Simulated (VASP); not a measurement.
# Ag (P-1) in VASP: single point with PBE

Aim: the single point of Ag with PBE.

Everything below comes from runs of VASP 6.6.1. Logs are shortened: lines on timing, memory, paths and dates and some standing lists are left out, and cuts for length are marked.

## Step 1: The cell of the first run

The typed cell holds 1 atom: a = 2.816 Å, b = 3.252 Å, c = 2.582 Å, α = 69.88°, β = 57.52°, γ = 60.26°.

## Step 2: Single point, PBE

File INCAR:

```
SYSTEM = Ag
PREC = Accurate ; ENCUT = 500
EDIFF = 1E-6 ; ISMEAR = 0
SIGMA = 0.15 ; LREAL = .False.
LASPH = .True. ; NELM = 120
ALGO = Normal ; ISIF = 2
LWAVE = .False. ; LCHARG = .False.
GGA = PE ; NBANDS = 12
GGA_COMPAT = .False.
```

File KPOINTS:

```
regular mesh
0
Gamma
  14 14 14
  0 0 0
```

File POSCAR:

```
Ag
1.0
    0.0601361088      1.9191023775      2.0598624468
    2.0767778690     -0.3567166970      2.4767152527
    1.6911398387      1.9503171531      0.0289213332
Ag
1
Direct
    0.0000000000      0.0000000000      0.0000000000
```

Potentials or basis: VASP PAW PBE potentials, release 64 (Ag).

On the command line:

```sh
> cat potpaw_PBE.64/Ag/POTCAR > POTCAR
> mpirun -np 1 vasp_std > vasp.out
```

OUTCAR:

```text
SYSTEM = Ag
   PREC = Accurate
   ENCUT = 500
   EDIFF = 1E-6
   ISMEAR = 0
   LREAL = .False.
   LASPH = .True.
   NELM = 120
   ISIF = 2
   GGA = PE

 ion  position               nearest neighbor table
   1  0.000  0.000  0.000-

  LATTYP: Found a triclinic cell.
 ALAT       =     2.8159551819
 B/A-ratio  =     1.6144525603
 C/A-ratio  =     0.9167669332
 COS(alpha) =     0.0108759242
 COS(beta)  =     0.5370490402
 COS(gamma) =     0.6692313587

  Lattice vectors:

 A1 = (   0.0601361088,   1.9191023775,   2.0598624468)
 A2 = (   0.4457741391,  -0.3879314726,   4.5076563663)
 A3 = (   1.6911398387,   1.9503171531,   0.0289213332)

Analysis of symmetry for initial positions (statically):
=====================================================================
 Subroutine PRICEL returns:
 Original cell was already a primitive cell.

 Routine SETGRP: Setting up the symmetry group for a
 triclinic supercell.

 Subroutine GETGRP returns: Found  2 space group operations
 (whereof  2 operations were pure point group operations)
 out of a pool of  2 trial point group operations.

The static configuration has the point symmetry S_2 .

Analysis of symmetry for dynamics (positions and initial velocities):
=====================================================================
 Subroutine PRICEL returns:
 Original cell was already a primitive cell.

 Routine SETGRP: Setting up the symmetry group for a
 triclinic supercell.

 Subroutine GETGRP returns: Found  2 space group operations
 (whereof  2 operations were pure point group operations)
 out of a pool of  2 trial point group operations.

The dynamic configuration has the point symmetry S_2 .

 Subroutine INISYM returns: Found  2 space group operations
 (whereof  2 operations are pure point group operations),
 and found     1 'primitive' translations

----------------------------------------------------------------------------------------

                                     Primitive cell

  volume of cell :      17.2176

  direct lattice vectors                    reciprocal lattice vectors
     0.060136109  1.919102378  2.059862447    -0.281148466  0.239778645  0.270283779
     2.076777869 -0.356716697  2.476715253     0.230106754 -0.202222129  0.181685551
     1.691139839  1.950317153  0.028921333     0.318735653  0.239809316 -0.232727263

  length of vectors
     2.815955182  3.251825881  2.581574596     0.457811730  0.356163652  0.461803966

  position of ions in fractional coordinates (direct lattice)
     0.000000000  0.000000000  0.000000000

  ion indices of the primitive-cell ions
   primitive index   ion index
                 1           1

[... 78 lines left out ...]
   ISYM   =      2    0-nonsym 1-usesym 2-fastsym
   POTIM  = 0.5000    time-step for ionic-motion
   TEBEG  =    0.0;   TEEND  =   0.0 temperature during run
   PSTRESS=    0.0 pullay stress
   NELECT =      11.0000    total number of electrons
   NUPDOWN=      -1.0000    fix difference up-down
   EMIN   =  10.00;   EMAX   =-10.00  energy-range for DOS
   EFERMI =   0.00;   METHOD = LEGACY
   ISMEAR =     0;   SIGMA  =   0.15  broadening in eV -4-tet -1-fermi 0-gaus
   EFERMI_NEDOS =   21; number of points for ismear=-14 and -15
   IALGO  =     38    algorithm
   IMIX   =      4    mixing-type and parameters
     AMIX     =   0.40;   BMIX     =  1.00
     AMIX_MAG =   1.60;   BMIX_MAG =  1.00
  volume/ion in A,a.u.               =      17.22       116.19
  Fermi-wavevector in a.u.,A,eV,Ry     =   1.409987  2.664488 27.049230  1.988062
  Thomas-Fermi vector in A             =   2.531987
   LORBIT       =      0    0 simple, 1 ext, 2 COOP (PROOUT), +10 PAW based schemes
   GGA     = PE    functional components
   LHFCALC =     F    Hartree Fock is set to
   AEXX    =    0.0000 exact exchange contribution
   IVDW    =     0    specifies the selected vdW correction
   LEPSILON=     F    determine dielectric tensor
   LRPA    =     F    only Hartree local field effects (RPA)
 non-spin polarized calculation
 Gauss-broadening in eV      SIGMA  =   0.15
  energy-cutoff  :      500.00
  volume of cell :       17.22
 maximum number of plane-waves:       454
 NGX is ok and might be reduce to    24
   NGX = 11   NGY = 11   NGZ =  9

 number of electron      11.0000000 magnetization

 Free energy of the ion-electron system (eV)
  ---------------------------------------------------
  ext. energy  EPLUGINS =         0.00000000
  ---------------------------------------------------
  free energy    TOTEN  =        -2.38041948 eV

  energy without entropy =       -2.37787482  energy(sigma->0) =       -2.37914715

 E-fermi :   8.4046     XC(G=0): -12.0857

 val. band max:        8.4016872047   @ k =   0.5000   0.4286   0.2857
 cond. band min:       8.4087511616   @ k =   0.0000  -0.3571   0.2857
 fundamental gap:      0.0070639569
 Fermi energy:         8.4046432838

 k-point     1 :       0.0000    0.0000    0.0000
  band No.  band energies     occupation
      1       0.5034      2.00000
      2       2.5183      2.00000
      3       2.7961      2.00000
      4       4.1394      2.00000
      5       4.7133      2.00000
      6       5.1964      2.00000
      7      19.9281      0.00000
      8      26.8595      0.00000
      9      26.9450      0.00000
     10      30.1752      0.00000
     11      31.8882      0.00000
     12      34.5360      0.00000
[... 331 lines left out ...]
 k-point    24 :       0.0714    0.1429    0.0000
  band No.  band energies     occupation
      1       0.8373      2.00000
      2       2.6008      2.00000
      3       2.8229      2.00000
      4       4.1735      2.00000
      5       4.7125      2.00000
      6       5.1868      2.00000
      7      18.6196      0.00000
      8      26.6242      0.00000
      9      27.9507      0.00000
     10      29.8454      0.00000
     11      30.6929      0.00000
     12      33.7098      0.00000

 [... further k-points ...]
[... 5 lines left out ...]
  --------------------------------------------------------------------------------------
  -------------------------------------------------------------------------------------
  Total        1.8310585      1.5949418      1.5124070      1.7182968      0.5557995     -1.4681005
  in kB      170.3886378    148.4168584    140.7366091    159.8956258     51.7197655   -136.6136791
  external PRESSURE =     153.1807017 kB  Pullay stress =       0.0000000 kB

 VOLUME and BASIS-vectors are now :
 -----------------------------------------------------------------------------
  energy-cutoff  :      500.00
  volume of cell :       17.22
      direct lattice vectors                 reciprocal lattice vectors
     0.060136109  1.919102378  2.059862447    -0.281148466  0.239778645  0.270283779
     2.076777869 -0.356716697  2.476715253     0.230106754 -0.202222129  0.181685551
     1.691139839  1.950317153  0.028921333     0.318735653  0.239809316 -0.232727263

 POSITION                                       TOTAL-FORCE (eV/Angst)
 -----------------------------------------------------------------------------------
      0.00000      0.00000      0.00000         0.000000     -0.000000     -0.000000
 -----------------------------------------------------------------------------------
    total drift:                                0.000000      0.000000     -0.000000

  FREE ENERGIE OF THE ION-ELECTRON SYSTEM (eV)
  ---------------------------------------------------
  free  energy   TOTEN  =        -2.3804194791 eV

  energy  without entropy=       -2.3778748240  energy(sigma->0) =       -2.37914715
```

Wall time 2 min (1 thread of Intel Xeon Platinum 8488C (Sapphire Rapids), shared host); peak memory 0.36 GiB.

What came out:

- Free energy: -2.3804 eV
- Pressure: 15.3 GPa
- Band gap on the k mesh: zero (an odd number of electrons rules out a gap without spin polarisation)

Stress tensor (GPa, compression positive):
```
 17.04  15.99 -13.66
 15.99  14.84   5.17
-13.66   5.17  14.07
```

Caveat: the cell stands under pressure.
